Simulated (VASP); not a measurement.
# MnSi7C8 (F-43m) in VASP: further runs

MnSi7C8 is run at these levels: PBEsol+U; tasks: single point.

Program: VASP 6.6.1. These are calculated values, not measurements. Logs are shortened: lines on timing, memory, paths and dates and some standing lists are left out, and cuts for length are marked.

**1. The cell of the first run**

Symmetry: F-43m, No. 216, cubic system. Conventional cell: a = 8.716 Å, b = 8.716 Å, c = 8.716 Å, α = 90.00°, β = 90.00°, γ = 90.00°. Mn (site symmetry -43m) has 4 C at 1.97 Å within 2.6 Å. Within 2.5 Å of Si (site symmetry 2mm) lie 4 C at 1.87 to 1.88 Å. Si (site symmetry -43m) has 4 C at 1.89 Å within 2.5 Å. Within 2.5 Å of C (site symmetry 3m) lie 3 Si at 1.87 Å and 1 Mn at 1.97 Å. Within 2.5 Å of C (site symmetry 3m) lie 4 Si at 1.88 to 1.89 Å.

**2. Single point, PBEsol+U, collinear spin, ferromagnetic start**

INCAR reads:

```
ALGO = Normal
EDIFF = 1E-7
ENCUT = 520
GGA = PS
ISIF = 2
ISMEAR = 0
ISPIN = 2
LASPH = True
LCHARG = False
LDAU = True
LDAUJ = 0 0 0
LDAUL = 2 -1 -1
LDAUPRINT = 1
LDAUTYPE = 2
LDAUU = 5.5 0 0
LMAXMIX = 4
LORBIT = 11
LREAL = Auto
LWAVE = False
MAGMOM = 3 0 0 0 0 0 0 0 0 0 0 0 0 0 0 0
NBANDS = 54
NELM = 150
PREC = Accurate
SIGMA = 0.05
```

KPOINTS reads:

```
k-points
0
Gamma
  3 3 3
```

POSCAR reads:

```
MnSi7C8
1.0
    0.0000000000      4.3580000000      4.3580000000
    4.3580000000      0.0000000000      4.3580000000
    4.3580000000      4.3580000000      0.0000000000
Mn Si C
1 7 8
Direct
    0.0000000000      0.0000000000      1.0000000000
    0.9988277849      0.9988277849      0.5011722151
    0.9988277849      0.5011722151      0.9988277849
    0.9988277849      0.5011722151      0.5011722151
    0.5011722151      0.9988277849      0.9988277849
    0.5011722151      0.9988277849      0.5011722151
    0.5011722151      0.5011722151      0.9988277849
    0.5000000000      0.5000000000      0.5000000000
    0.1304116123      0.1304116123      0.1304116123
    0.1304116123      0.1304116123      0.6087651631
    0.1304116123      0.6087651631      0.1304116123
    0.1252462076      0.6249179308      0.6249179308
    0.6087651631      0.1304116123      0.1304116123
    0.6249179308      0.1252462076      0.6249179308
    0.6249179308      0.6249179308      0.1252462076
    0.6249179308      0.6249179308      0.6249179308
```

Potentials or basis: VASP PAW PBE potentials, release 64 (Mn_pv, Si, C).

Run with:

```bash
cat potpaw_PBE.64/Mn_pv/POTCAR potpaw_PBE.64/Si/POTCAR potpaw_PBE.64/C/POTCAR > POTCAR
mpirun -np 1 vasp_std > vasp.out
```

OUTCAR:

```text
EDIFF = 1E-7
   ENCUT = 520
   GGA = PS
   ISIF = 2
   ISMEAR = 0
   ISPIN = 2
   LASPH = True
   LORBIT = 11
   LREAL = Auto
   NELM = 150
   PREC = Accurate

 ion  position               nearest neighbor table
   1  0.000  0.000  0.000-  10 1.97  11 1.97  13 1.97   9 1.97   4 3.08   7 3.08   2 3.08   4 3.08
                             6 3.08   2 3.08   3 3.08   5 3.08   5 3.08   6 3.08   7 3.08   3 3.08
   2  0.999  0.999  0.501-   9 1.87  10 1.87  12 1.88  14 1.88   3 3.07   4 3.07   5 3.07   6 3.07
                             1 3.08   8 3.08   8 3.08   1 3.08   6 3.10   3 3.10   5 3.10   4 3.10
   3  0.999  0.501  0.999-   9 1.87  11 1.87  12 1.88  15 1.88   2 3.07   4 3.07   5 3.07   7 3.07
                             1 3.08   8 3.08   8 3.08   1 3.08   4 3.10   7 3.10   2 3.10   5 3.10
   4  0.999  0.501  0.501-  10 1.87  11 1.87  16 1.88  12 1.88   2 3.07   3 3.07   6 3.07   7 3.07
                             8 3.08   8 3.08   1 3.08   1 3.08   6 3.10   3 3.10   7 3.10   2 3.10
   5  0.501  0.999  0.999-   9 1.87  13 1.87  14 1.88  15 1.88   2 3.07   3 3.07   6 3.07   7 3.07
                             1 3.08   8 3.08   8 3.08   1 3.08   6 3.10   3 3.10   2 3.10   7 3.10
   6  0.501  0.999  0.501-  10 1.87  13 1.87  16 1.88  14 1.88   2 3.07   4 3.07   5 3.07   7 3.07
                             8 3.08   8 3.08   1 3.08   1 3.08   5 3.10   4 3.10   7 3.10   2 3.10
   7  0.501  0.501  0.999-  11 1.87  13 1.87  16 1.88  15 1.88   3 3.07   4 3.07   5 3.07   6 3.07
                             8 3.08   8 3.08   1 3.08   1 3.08   5 3.10   4 3.10   6 3.10   3 3.10
   8  0.500  0.500  0.500-  12 1.89  14 1.89  15 1.89  16 1.89   6 3.08   7 3.08   4 3.08   3 3.08
                             5 3.08   7 3.08   2 3.08   5 3.08   6 3.08   2 3.08   3 3.08   4 3.08
   9  0.130  0.130  0.130-   2 1.87   3 1.87   5 1.87   1 1.97
  10  0.130  0.130  0.609-   4 1.87   6 1.87   2 1.87   1 1.97
  11  0.130  0.609  0.130-   4 1.87   7 1.87   3 1.87   1 1.97
  12  0.125  0.625  0.625-   2 1.88   3 1.88   4 1.88   8 1.89
  13  0.609  0.130  0.130-   6 1.87   7 1.87   5 1.87   1 1.97
  14  0.625  0.125  0.625-   2 1.88   5 1.88   6 1.88   8 1.89
  15  0.625  0.625  0.125-   3 1.88   5 1.88   7 1.88   8 1.89
  16  0.625  0.625  0.625-   4 1.88   6 1.88   7 1.88   8 1.89

  LATTYP: Found a face centered cubic cell.
 ALAT       =     8.7160000000

  Lattice vectors:

 A1 = (   0.0000000000,   4.3580000000,   4.3580000000)
 A2 = (   4.3580000000,   0.0000000000,   4.3580000000)
 A3 = (   4.3580000000,   4.3580000000,   0.0000000000)

Analysis of symmetry for initial positions (statically):
=====================================================================
 Subroutine PRICEL returns:
 Original cell was already a primitive cell.

 Routine SETGRP: Setting up the symmetry group for a
 face centered cubic supercell.

 Subroutine GETGRP returns: Found 24 space group operations
 (whereof 24 operations were pure point group operations)
 out of a pool of 48 trial point group operations.

The static configuration has the point symmetry T_d .

Analysis of symmetry for dynamics (positions and initial velocities):
[... 224 lines left out ...]

 spin component 1

 k-point     1 :       0.0000    0.0000    0.0000
  band No.  band energies     occupation
      1     -41.2223      1.00000
      2     -41.2223      1.00000
      3     -41.2223      1.00000
      4      -7.3279      1.00000
      5      -3.9063      1.00000
      6      -3.9063      1.00000
[... 193 lines left out ...]
     47      13.7960      0.00000
     48      15.3963      0.00000
 Fermi energy:         8.3966880117

 spin component 2

 k-point     1 :       0.0000    0.0000    0.0000
  band No.  band energies     occupation
      1     -37.2727      1.00000
      2     -37.2727      1.00000
      3     -37.2727      1.00000
      4      -7.3667      1.00000
      5      -3.9348      1.00000
      6      -3.9348      1.00000
[... 193 lines left out ...]
     47      14.3496      0.00000
     48      15.4238      0.00000
 [bands above 48 left out]

------------------------ aborting loop because EDIFF is reached ----------------------------------------

  FORCE on cell =-STRESS in cart. coord.  units (eV):
  Direction    XX          YY          ZZ          XY          YZ          ZX
  --------------------------------------------------------------------------------------
  -------------------------------------------------------------------------------------
  Total        6.0038338      6.0038338      6.0038338     -0.0000000     -0.0000000      0.0000000
  in kB       58.1095582     58.1095582     58.1095582     -0.0000000     -0.0000000      0.0000000
  external PRESSURE =      58.1095582 kB  Pullay stress =       0.0000000 kB

 VOLUME and BASIS-vectors are now :
 -----------------------------------------------------------------------------
  energy-cutoff  :      520.00
  volume of cell :      165.54
      direct lattice vectors                 reciprocal lattice vectors
     0.000000000  4.358000000  4.358000000    -0.114731528  0.114731528  0.114731528
     4.358000000  0.000000000  4.358000000     0.114731528 -0.114731528  0.114731528
     4.358000000  4.358000000  0.000000000     0.114731528  0.114731528 -0.114731528

 POSITION                                       TOTAL-FORCE (eV/Angst)
 -----------------------------------------------------------------------------------
      0.00000      0.00000      0.00000         0.000000      0.000000      0.000000
      6.53700      6.53700      8.70578         0.000000      0.000000      0.059987
      6.53700      8.70578      6.53700         0.000000      0.059987      0.000000
      4.36822      6.53700      6.53700        -0.059987      0.000000      0.000000
      8.70578      6.53700      6.53700         0.059987      0.000000      0.000000
      6.53700      4.36822      6.53700         0.000000     -0.059987      0.000000
[... 8 lines left out ...]
      3.26922      3.26922      5.44678        -0.003180     -0.003180      0.003180
      5.44678      5.44678      5.44678         0.003180      0.003180      0.003180
 -----------------------------------------------------------------------------------
    total drift:                                0.000002      0.000002      0.000002

  FREE ENERGIE OF THE ION-ELECTRON SYSTEM (eV)
  ---------------------------------------------------
  free  energy   TOTEN  =      -124.4309718046 eV

  energy  without entropy=     -124.4285627251  energy(sigma->0) =     -124.42976726

 total charge

# of ion       s       p       d       tot
------------------------------------------
    1        0.426   6.371   5.055  11.851
    2        0.709   0.984   0.000   1.693
    3        0.709   0.984   0.000   1.693
    4        0.709   0.984   0.000   1.693
    5        0.709   0.984   0.000   1.693
    6        0.709   0.984   0.000   1.693
[... 8 lines left out ...]
   15        0.833   1.704   0.000   2.538
   16        0.833   1.704   0.000   2.538
--------------------------------------------------
tot         12.156  26.698   5.055  43.909

 magnetization (x)

# of ion       s       p       d       tot
------------------------------------------
    1        0.029  -0.017   3.693   3.705
    2        0.006   0.009   0.000   0.015
    3        0.006   0.009   0.000   0.015
    4        0.006   0.009   0.000   0.015
    5        0.006   0.009   0.000   0.015
    6        0.006   0.009   0.000   0.015
[... 8 lines left out ...]
   15       -0.000  -0.004   0.000  -0.004
   16       -0.000  -0.004   0.000  -0.004
--------------------------------------------------
tot          0.033  -0.588   3.693   3.139
```

OSZICAR:

```text
N       E                     dE             d eps       ncg     rms          rms(c)
DAV:   1     0.384088214022E+03    0.38409E+03   -0.33977E+04   912   0.128E+03
DAV:   2    -0.101330016287E+03   -0.48542E+03   -0.45444E+03   932   0.288E+02
[... 13 lines left out ...]
DAV:  16    -0.124430968800E+03   -0.13393E-04   -0.18156E-04  1192   0.675E-02    0.234E-02
DAV:  17    -0.124430971387E+03   -0.25866E-05   -0.19348E-05  1048   0.224E-02    0.154E-02
DAV:  18    -0.124430971911E+03   -0.52386E-06   -0.19667E-06  1136   0.122E-02    0.693E-03
DAV:  19    -0.124430972034E+03   -0.12333E-06   -0.10964E-06  1088   0.471E-03    0.451E-03
DAV:  20    -0.124430971822E+03    0.21232E-06   -0.18322E-07   856   0.350E-03    0.207E-03
DAV:  21    -0.124430971805E+03    0.17113E-07   -0.19734E-07   720   0.237E-03
   1 F= -.12443097E+03 E0= -.12442977E+03  d E =-.240908E-02  mag=     3.0000
```

Run time: 3.3 min. Hardware: 1 thread of Intel Xeon Platinum 8488C (Sapphire Rapids), shared host; peak memory 0.41 GiB.

Results:

- Free energy: -124.4310 eV
- Pressure: 5.8 GPa
- Largest force: 0.399 eV/Å
- Band gap on the k mesh: zero (filled and empty bands overlap)
- Net moment: 3.00 μB per cell
- Site moments: Mn +3.71; Si +0.01, +0.00 (each value once); C -0.16, -0.00 (each value once) μB
- Valence electrons inside the program's atomic spheres: Mn 11.85; Si 1.69, 1.68 (each value once); C 2.52, 2.54 (each value once)

Forces on the atoms (eV/Å):
```
Mn   0.000  0.000  0.000
Si   0.000  0.000  0.060
Si   0.000  0.060  0.000
Si  -0.060  0.000  0.000
Si   0.060  0.000  0.000
Si   0.000 -0.060  0.000
Si   0.000  0.000 -0.060
Si   0.000  0.000  0.000
C    0.230  0.230  0.230
C   -0.230 -0.230  0.230
C   -0.230  0.230 -0.230
C    0.003 -0.003 -0.003
C    0.230 -0.230 -0.230
C   -0.003  0.003 -0.003
C   -0.003 -0.003  0.003
C    0.003  0.003  0.003
```

Levels at points of the mesh, in eV from the Fermi level:
Spin up:
```
           k point  band 34  band 35  band 36  band 37  band 38  band 39  band 40  band 41  band 42  band 43
(0.00, 0.00, 0.00)    -1.39    -0.92    -0.92    -0.92     0.77     0.77     0.77     2.16     2.16     2.16
```
Spin down:
| k point | band 32 | band 33 | band 34 | band 35 | band 36 | band 37 | band 38 | band 39 |
| --- | --- | --- | --- | --- | --- | --- | --- | --- |
| (0.00, 0.00, 0.00) | -1.43 | -0.81 | -0.81 | -0.81 | 0.89 | 0.89 | 0.89 | 2.79 |

Eigenvalues of the final occupation matrices:
```csv
site,spin,trace,eigenvalues
site 1 d,1,4.39,0.84 0.84 0.84 0.94 0.94
site 1 d,2,0.69,0.04 0.04 0.20 0.20 0.20
```

Caveat: the k points lie up to 0.42 Å⁻¹ apart, too coarse for converged energies and pressures of a metal; the PAW data sets were made with another functional, which shifts forces and pressure a little; the U is typed as a test and isn't derived for this compound. The state reached can hang on the start; a lower one may exist.

**3. Single point, PBEsol+U, collinear spin**

INCAR reads:

```
ALGO = Normal
EDIFF = 1E-7
ENCUT = 520
GGA = PS
ISIF = 2
ISMEAR = 0
ISPIN = 2
LASPH = T
LCHARG = F
LDAU = T
LDAUJ = 0 0 0
LDAUL = 2 -1 -1
LDAUPRINT = 1
LDAUTYPE = 2
LDAUU = 5.5 0 0
LMAXMIX = 4
LORBIT = 11
LREAL = Auto
LWAVE = F
MAGMOM = 3.63 0.01 0.01 0.01 0.01 0.01 0.01 0 -0.2 -0.2 -0.2 0 -0.2 0 0 0
NBANDS = 54
NELM = 150
PREC = Accurate
SIGMA = 0.05
```

KPOINTS is that of step 2.

POSCAR is that of step 2.

Potentials or basis: VASP PAW PBE potentials, release 64 (Mn_pv, Si, C).

Run with:

```bash
cat potpaw_PBE.64/Mn_pv/POTCAR potpaw_PBE.64/Si/POTCAR potpaw_PBE.64/C/POTCAR > POTCAR
mpirun -np 1 vasp_std > vasp.out
```

OUTCAR:

```text
EDIFF = 1E-7
   ENCUT = 520
   GGA = PS
   ISIF = 2
   ISMEAR = 0
   ISPIN = 2
   LASPH = T
   LORBIT = 11
   LREAL = Auto
   NELM = 150
   PREC = Accurate

 ion  position               nearest neighbor table
   1  0.000  0.000  0.000-  10 1.97  11 1.97  13 1.97   9 1.97   4 3.08   7 3.08   2 3.08   4 3.08
                             6 3.08   2 3.08   3 3.08   5 3.08   5 3.08   6 3.08   7 3.08   3 3.08
   2  0.999  0.999  0.501-   9 1.87  10 1.87  12 1.88  14 1.88   3 3.07   4 3.07   5 3.07   6 3.07
                             1 3.08   8 3.08   8 3.08   1 3.08   6 3.10   3 3.10   5 3.10   4 3.10
   3  0.999  0.501  0.999-   9 1.87  11 1.87  12 1.88  15 1.88   2 3.07   4 3.07   5 3.07   7 3.07
                             1 3.08   8 3.08   8 3.08   1 3.08   4 3.10   7 3.10   2 3.10   5 3.10
   4  0.999  0.501  0.501-  10 1.87  11 1.87  16 1.88  12 1.88   2 3.07   3 3.07   6 3.07   7 3.07
                             8 3.08   8 3.08   1 3.08   1 3.08   6 3.10   3 3.10   7 3.10   2 3.10
   5  0.501  0.999  0.999-   9 1.87  13 1.87  14 1.88  15 1.88   2 3.07   3 3.07   6 3.07   7 3.07
                             1 3.08   8 3.08   8 3.08   1 3.08   6 3.10   3 3.10   2 3.10   7 3.10
   6  0.501  0.999  0.501-  10 1.87  13 1.87  16 1.88  14 1.88   2 3.07   4 3.07   5 3.07   7 3.07
                             8 3.08   8 3.08   1 3.08   1 3.08   5 3.10   4 3.10   7 3.10   2 3.10
   7  0.501  0.501  0.999-  11 1.87  13 1.87  16 1.88  15 1.88   3 3.07   4 3.07   5 3.07   6 3.07
                             8 3.08   8 3.08   1 3.08   1 3.08   5 3.10   4 3.10   6 3.10   3 3.10
   8  0.500  0.500  0.500-  12 1.89  14 1.89  15 1.89  16 1.89   6 3.08   7 3.08   4 3.08   3 3.08
                             5 3.08   7 3.08   2 3.08   5 3.08   6 3.08   2 3.08   3 3.08   4 3.08
[... 692 lines left out ...]
 -----------------------------------------------------------------------------------
      0.00000      0.00000      0.00000        -0.000000     -0.000000     -0.000000
      6.53700      6.53700      8.70578        -0.000000     -0.000000      0.059982
      6.53700      8.70578      6.53700        -0.000000      0.059982     -0.000000
      4.36822      6.53700      6.53700        -0.059982     -0.000000     -0.000000
      8.70578      6.53700      6.53700         0.059982     -0.000000     -0.000000
      6.53700      4.36822      6.53700        -0.000000     -0.059982     -0.000000
[... 8 lines left out ...]
      3.26922      3.26922      5.44678        -0.003187     -0.003187      0.003187
      5.44678      5.44678      5.44678         0.003187      0.003187      0.003187
 -----------------------------------------------------------------------------------
    total drift:                                0.000002      0.000002      0.000002

  FREE ENERGIE OF THE ION-ELECTRON SYSTEM (eV)
  ---------------------------------------------------
  free  energy   TOTEN  =      -124.4309718051 eV

  energy  without entropy=     -124.4285627255  energy(sigma->0) =     -124.42976727

 total charge

# of ion       s       p       d       tot
------------------------------------------
    1        0.426   6.371   5.055  11.851
    2        0.709   0.984   0.000   1.693
    3        0.709   0.984   0.000   1.693
    4        0.709   0.984   0.000   1.693
    5        0.709   0.984   0.000   1.693
    6        0.709   0.984   0.000   1.693
[... 8 lines left out ...]
   15        0.833   1.704   0.000   2.538
   16        0.833   1.704   0.000   2.538
--------------------------------------------------
tot         12.156  26.698   5.055  43.909

 magnetization (x)

# of ion       s       p       d       tot
------------------------------------------
    1        0.029  -0.017   3.693   3.705
    2        0.006   0.009   0.000   0.015
    3        0.006   0.009   0.000   0.015
    4        0.006   0.009   0.000   0.015
    5        0.006   0.009   0.000   0.015
    6        0.006   0.009   0.000   0.015
[... 8 lines left out ...]
   15       -0.000  -0.004   0.000  -0.004
   16       -0.000  -0.004   0.000  -0.004
--------------------------------------------------
tot          0.033  -0.588   3.693   3.139
```

stdout:

```text
POSCAR found type information on POSCAR MnSiC
 POSCAR found :  3 types and      16 ions
 scaLAPACK will be used
 -----------------------------------------------------------------------------
|                                                                             |
|                                                                             |
|     You enforced a specific xc type in the INCAR file but a different       |
|     I HOPE YOU KNOW WHAT YOU ARE DOING!                                     |
|                                                                             |
 -----------------------------------------------------------------------------

 LDA part: xc-table for (Slater+PW92), standard interpolation
 POSCAR, INCAR and KPOINTS ok, starting setup
 FFT: planning ... GRIDC
 FFT: planning ... GRID_SOFT
 FFT: planning ... GRID
 WAVECAR not read
 entering main loop
```

Run time: 3.2 min. Hardware: 1 thread of Intel Xeon Platinum 8488C (Sapphire Rapids), shared host; peak memory 0.41 GiB.

Results:

- Free energy: -124.4310 eV
- Pressure: 5.8 GPa
- Largest force: 0.399 eV/Å
- Band gap on the k mesh: zero (filled and empty bands overlap)
- Net moment: 3.00 μB per cell
- Site moments: Mn +3.71; Si +0.01, +0.00 (each value once); C -0.16, -0.00 (each value once) μB
- Valence electrons inside the program's atomic spheres: Mn 11.85; Si 1.69, 1.68 (each value once); C 2.52, 2.54 (each value once)

Forces in eV/Å, atoms in the order of the input:
```
Mn   0.000  0.000  0.000
Si   0.000  0.000  0.060
Si   0.000  0.060  0.000
Si  -0.060  0.000  0.000
Si   0.060  0.000  0.000
Si   0.000 -0.060  0.000
Si   0.000  0.000 -0.060
Si   0.000  0.000  0.000
C    0.230  0.230  0.230
C   -0.230 -0.230  0.230
C   -0.230  0.230 -0.230
C    0.003 -0.003 -0.003
C    0.230 -0.230 -0.230
C   -0.003  0.003 -0.003
C   -0.003 -0.003  0.003
C    0.003  0.003  0.003
```

Eigenvalues of the final occupation matrices:
```
    site  spin  trace               eigenvalues
site 1 d     1   4.39  0.84 0.84 0.84 0.94 0.94
site 1 d     2   0.69  0.04 0.04 0.20 0.20 0.20
```

Caveat: the k points lie up to 0.42 Å⁻¹ apart, too coarse for converged energies and pressures of a metal; the PAW data sets were made with another functional, which shifts forces and pressure a little; the U is typed as a test and isn't derived for this compound.

(Part 1 of 2 ends here.)
